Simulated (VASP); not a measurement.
A run of VASP 6.6.1 is set up as follows.

INCAR

```
  PREC = Accurate
  ENCUT = 400
  EDIFF = 1E-6
  ISMEAR = -1
  SIGMA = 0.03
  LREAL = False
  LASPH = True
  NELM = 120
  ALGO = Normal
  ISIF = 2
  LWAVE = False
  LCHARG = False
  LDIPOL = True
  IDIPOL = 3
  DIPOL = 0.5 0.5 0.500
  GGA = PS
  NBANDS = 73
  GGA_COMPAT = False
  NELMDL = -8
```

The input KPOINTS:

```
Automatic mesh
0
Gamma
  10 10 1
```

The input POSCAR:

```
W
1.0
    3.1544505420      0.0000000000      0.0000000000
    0.0000000000      3.1544505420      0.0000000000
    0.0000000000      0.0000000000     28.6178021660
W
9
Direct
    0.0000000000      0.0000000000      0.2795462752
    0.5000000000      0.5000000000      0.3346597064
    0.0000000000      0.0000000000      0.3897731376
    0.5000000000      0.5000000000      0.4448865688
    0.0000000000      0.0000000000      0.5000000000
    0.5000000000      0.5000000000      0.5551134312
    0.0000000000      0.0000000000      0.6102268624
    0.5000000000      0.5000000000      0.6653402936
    0.0000000000      0.0000000000      0.7204537248
```

Potentials or basis: VASP PAW PBE potentials, release 64 (W_sv).

Launch:

```console
$ cat potpaw_PBE.64/W_sv/POTCAR > POTCAR
$ mpirun -np 1 vasp_std > vasp.out
```

Question: Estimate the band gap on the k mesh.

Answer: Zero (band 63 reaches 5.48 eV, above the bottom of band 64 at 3.32 eV).

Question: What does it give for the largest force?

Answer: 1.775 eV/Å.

Forces in eV/Å, atoms in the order of the input:
```
W    0.000  0.000  1.775
W    0.000  0.000 -1.703
W    0.000  0.000 -0.038
W    0.000  0.000  0.016
W    0.000  0.000  0.000
W    0.000  0.000 -0.016
W    0.000  0.000  0.038
W    0.000  0.000  1.703
W    0.000  0.000 -1.775
```

Caveat: the PAW data sets were made with another functional, which shifts forces and pressure a little; spin-orbit coupling is left out, which moves the levels of the heavy elements.
